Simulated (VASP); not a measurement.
Wanted: the native input for a VASP 6.6.1 run.

```
Task                   : single point
Functional             : PBEsol
Potentials or basis    : VASP PAW PBE potentials, release 64 (K_sv)
Cutoff                 : 520 eV
k mesh                 : 5 × 5 × 3
Occupations            : gaussian, width 0.05 eV
Spin                   : no spin polarisation
Dipole correction      : no
Further INCAR settings : ALGO = Normal; EDIFF = 1e-07; NBANDS = 16
```

The structure of K lies in POSCAR:

```
K
1.0
    4.6500000000      0.0000000000      0.0000000000
   -2.3250000000      4.0270181276      0.0000000000
    0.0000000000      0.0000000000      7.5934500000
K
2
Direct
    0.3333333333      0.6666666667      0.2500000000
    0.6666666667      0.3333333333      0.7500000000
```

These files were run (other wordings do the same):

INCAR

```
ALGO = Normal
EDIFF = 1E-7
ENCUT = 520
GGA = PS
ISIF = 2
ISMEAR = 0
LASPH = T
LCHARG = F
LREAL = F
LWAVE = F
NBANDS = 16
NELM = 100
PREC = Accurate
SIGMA = 0.05
```

KPOINTS

```
k-points
0
Gamma
  5 5 3
```

Potentials or basis: VASP PAW PBE potentials, release 64 (K_sv).

Run with:

```sh
$ cat potpaw_PBE.64/K_sv/POTCAR > POTCAR
$ mpirun -np 1 vasp_std > vasp.out
```

Results of the run:

```yaml
Pressure: 0.0 GPa
Band_gap_on_the_k_mesh: zero (band 9 reaches 0.57 eV, above the bottom of band 10 at -1.03 eV)
```

Caveat: the PAW data sets were made with another functional, which shifts forces and pressure a little.

Run time: 14 s on 1 thread of Intel(R) Xeon(R) Platinum 8488C (Sapphire Rapids), with other jobs on the host, peak memory 0.24 GiB.
